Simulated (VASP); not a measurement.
Runs of VASP 6.6.1 on KI. The structure is that of space group I4/mmm (No. 139), or close to it. The cells are those of the table. 

| cell | gap on the mesh (eV) | pressure (GPa) |
| --- | --- | --- |
| a = 5.188, b = 5.188, c = 5.383 Å, angles 58.7, 58.7, 62.5°, 2 atoms | 3.65 | -0.7 |
| a = 5.284, b = 5.284, c = 5.383 Å, angles 59.4, 59.4, 61.2°, 2 atoms | 3.57 | (c) |
| a = 5.188, b = 5.188, c = 4.984 Å, angles 61.3, 61.3, 57.4°, 2 atoms | 3.80 | 0.0 |
| a = 4.894, b = 4.894, c = 4.586 Å, angles 62.1, 62.1, 55.9°, 2 atoms | (b) | 3.9 |
| a = 4.988, b = 4.988, c = 5.184 Å, angles 58.7, 58.7, 62.6°, 2 atoms | 3.88 | (a) |

Alike in all rows: task single point; level PBE; potentials or basis VASP PAW PBE potentials, release 64 (K_sv, I); no spin polarisation; k mesh 6 × 6 × 6; cutoff (eV) 520; smearing gaussian 0.05 eV.

**Question.** Estimate the missing entries.

**Answer.** (a) 0.5; (b) 4.18; (c) -1.0.

Caveats: spin-orbit coupling is left out, which moves the levels of the heavy elements.

A k mesh can miss the band edges, and the runs leave out spin-orbit coupling on I.
